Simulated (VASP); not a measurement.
The system is Se.

```
CELL_PARAMETERS angstrom
2.31340 0.00000 0.00000
0.00000 3.98544 0.00000
-0.07098 0.00000 2.73208
ATOMIC_POSITIONS crystal
Se 0.00000 0.50000 0.50000
```

```yaml
Program: VASP 6.6.1
Task: relaxation of cell and atoms
Functional: PBE
Potentials_or_basis: VASP PAW PBE potentials, release 64 (Se)
Cutoff: 600 eV
k_mesh: 8 × 4 × 6
Occupations: gaussian, width 0.1 eV
Spin: no spin polarisation
```

At the start: pressure 12.5 GPa; volume 25.19 Å³/atom.

Q: How do energy, volume and symmetry change on relaxing?

A: Over 20 steps the energy falls by 394.3 meV/atom and the volume is 28.64 Å³/atom (+13.7 %); space group Pmmm (No. 47, to 0.05 Å).

Step by step:
```csv
step,energy change (eV),largest force (eV/Å),pressure (GPa),volume (Å³)
1,0.0000,0.0000,12.49,25.19
2,-0.2000,0.0000,-7.55,32.44
3,-0.3183,0.0000,-2.31,29.00
4,-0.3184,0.0000,-2.12,28.92
5,-0.3818,0.0000,0.31,27.84
6,-0.3886,0.0000,1.74,27.42
7,-0.3891,0.0000,1.39,27.51
8,-0.3853,0.0000,0.29,28.14
9,-0.3916,0.0000,0.96,27.72
10,-0.3916,0.0000,0.90,27.75
11,-0.3924,0.0000,-0.55,28.36
12,-0.3931,0.0000,0.01,28.12
13,-0.3935,0.0000,0.09,28.18
14,-0.3935,0.0000,0.21,28.26
15,-0.3936,0.0000,0.17,28.23
16,-0.3938,0.0000,0.19,28.31
17,-0.3940,0.0000,0.22,28.40
18,-0.3940,0.0000,0.28,28.58
19,-0.3941,0.0000,0.24,28.48
20,-0.3943,0.0000,0.07,28.64
```

Final structure:
```xyz
1
Lattice="2.7215 0.0000 0.0498 0.0000 4.1032 0.0000 -0.0321 0.0000 2.5642" Properties=species:S:1:pos:R:3 pbc="T T T"
Se    2.7054    2.0516    1.3320
```

Caveat: the k points lie up to 0.41 Å⁻¹ apart in the final cell.
